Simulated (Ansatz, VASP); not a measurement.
# Two plane-wave programs on SnTe

Contents of POSCAR:

```
SnTe
1.0
    0.0000000000      3.5839840137      3.5839840137
    3.5839840137      0.0000000000      3.5839840137
    3.5839840137      3.5839840137      0.0000000000
Sn Te
1 1
Direct
    0.0000000000      0.0000000000      0.0000000000
    0.2500000000      0.2500000000      0.2500000000
```

The input INCAR.step1:

```
  PREC = Accurate
  ENCUT = 520
  ISMEAR = -1
  SIGMA = 0.02
  LREAL = F
  LASPH = T
  NELM = 100
  NBANDS = 17
  GGA = PE
  ALGO = Normal
  EDIFF = 1E-4
  LWAVE = T
  LCHARG = F
```

The input INCAR.step2:

```
  PREC = Accurate
  ENCUT = 520
  EDIFF = 1E-6
  ISMEAR = -1
  SIGMA = 0.02
  LREAL = F
  LASPH = T
  NELM = 100
  ALGO = Normal
  ISIF = 2
  LWAVE = F
  LCHARG = T
  METAGGA = R2SCAN
  LMIXTAU = T
  LELF = T
  LVHAR = T
  NBANDS = 17
  ISTART = 1
```

Contents of KPOINTS:

```
Automatic mesh
0
Gamma
  4 4 4
```

Input for Ansatz:

```yaml
crystal:
  lattice:
    - [0.0, 3.5839840137, 3.5839840137]
    - [3.5839840137, 0.0, 3.5839840137]
    - [3.5839840137, 3.5839840137, 0.0]
  atoms:
    - { symbol: Sn, position: [0.0, 0.0, 0.0] }
    - { symbol: Te, position: [0.25, 0.25, 0.25] }
kpoints:
  mp_grid: { grid: [4, 4, 4] }
hamiltonian:
  xc: r2scan
scf:
  occupations: { method: fermi_dirac, width: 0.02 }
  n_extra_bands: 4
output:
  forces: true
  stress: true
  eigenvalues: true
```

Alike in both runs: task single point; functional r2SCAN; k mesh 4 × 4 × 4; occupations fermi-dirac, width 0.02 eV; no spin polarisation.

|  | VASP | Ansatz |
| --- | --- | --- |
| version | VASP 6.6.1 | Ansatz 0.2.0 |
| potentials or method | VASP PAW PBE potentials, release 64 (Sn_d, Te) | plane waves, PAW |
| plane-wave cutoff (eV) | 520 | 500 |
| valence electrons in the cell | 20 | 30 |

|  | VASP | Ansatz | Ansatz less VASP |
| --- | --- | --- | --- |
| pressure (GPa) | -0.2 | -0.2 | +0.02 |

VASP's potentials were made for PBE, not for r2SCAN. VASP's potentials hold 20 valence electrons a cell and Ansatz's 30, so a difference there can come from the potentials and not from the codes.

Spin-orbit coupling is off throughout.
